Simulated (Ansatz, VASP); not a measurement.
# Be: VASP beside Ansatz

Contents of INCAR:

```
SYSTEM = Be
ALGO     = Fast           ! electronic algorithm
EDIFF    = 1E-6           ! SCF threshold, eV
ENCUT    = 520            ! plane-wave cutoff, eV
GGA      = PE             ! functional
ISIF     = 2              ! what is computed and relaxed
ISMEAR   = 0              ! smearing method
LASPH    = .True.         ! aspherical terms in the spheres
LCHARG   = .False.        ! write CHGCAR
LREAL    = .False.        ! projectors in reciprocal space
LWAVE    = .False.        ! write WAVECAR
NBANDS   = 10             ! bands
NELM     = 100            ! most SCF steps
PREC     = Accurate       ! precision mode
SIGMA    = 0.1            ! smearing width, eV
```

KPOINTS

```
k-points
0
Gamma
  22 14 12
  0 0 0
```

POSCAR

```
Be
1.0
    2.1043746198      0.0000000000      0.0000000000
    0.0000000000      3.3815798208      0.0000000000
    0.0000000000      0.0000000000      4.1749141594
Be
3
Direct
    0.5000000000      0.5000000000      0.2466378841
    0.5000000000      0.5000000000      0.7533621159
    0.0000000000      0.0000000000      0.0000000000
```

Input for Ansatz:

```yaml
crystal:
  lattice:
    - [2.1043746198, 0.0, 0.0]
    - [0.0, 3.3815798208, 0.0]
    - [0.0, 0.0, 4.1749141594]
  atoms:
    - { symbol: Be, position: [0.5, 0.5, 0.2466378841] }
    - { symbol: Be, position: [0.5, 0.5, 0.7533621159] }
    - { symbol: Be, position: [0.0, 0.0, 0.0] }
basis:
  ecutwfc: 420
kpoints:
  mp_grid: { grid: [22, 14, 12] }
  band_path:
    path:
      - [[0.0, 0.0, 0.0], [0.5, 0.0, 0.0], [0.5, 0.5, 0.0], [0.0, 0.5, 0.0], [0.0, 0.0, 0.0], [0.0, 0.0, 0.5], [0.5, 0.0, 0.5], [0.5, 0.5, 0.5], [0.0, 0.5, 0.5], [0.0, 0.0, 0.5]]
      - [[0.5, 0.0, 0.0], [0.5, 0.0, 0.5]]
      - [[0.0, 0.5, 0.0], [0.0, 0.5, 0.5]]
      - [[0.5, 0.5, 0.0], [0.5, 0.5, 0.5]]
    npoints: 14
hamiltonian:
  xc: pbe
scf:
  occupations: { method: gaussian, width: 0.1 }
  n_extra_bands: 7
output:
  forces: true
  stress: true
  eigenvalues: true
  populations: true
  dos: { projected: true, de: 0.02, nscf_kmesh: { grid: [27, 17, 15] } }
  bader: true
  write_density: true
  write_potential: true
  elf: true
  volumetric_format: npy
```

Alike in both runs: task single point; functional PBE; k mesh 22 × 14 × 12; occupations gaussian, width 0.1 eV; no spin polarisation.

```csv
,VASP,Ansatz
version,VASP 6.6.1,Ansatz 0.2.0
potentials or method,"VASP PAW PBE potentials, release 64 (Be), cutoff 520 eV","scalar-relativistic, plane waves, PAW"
valence electrons in the cell,6,6
```

|  | VASP | Ansatz | Ansatz less VASP |
| --- | --- | --- | --- |
| gap on the k mesh at the Fermi level (eV) | none | none | - |
| pressure (GPa) | 0.1 | 0.0 | -0.12 |
| rms of the force components (eV/Å) | 0.005 | 0.001 | -0.0048 |

Atom by atom the forces differ by 0.005 eV/Å (rms over components). A gap of «none» marks a metal or a gap that the smearing closes.
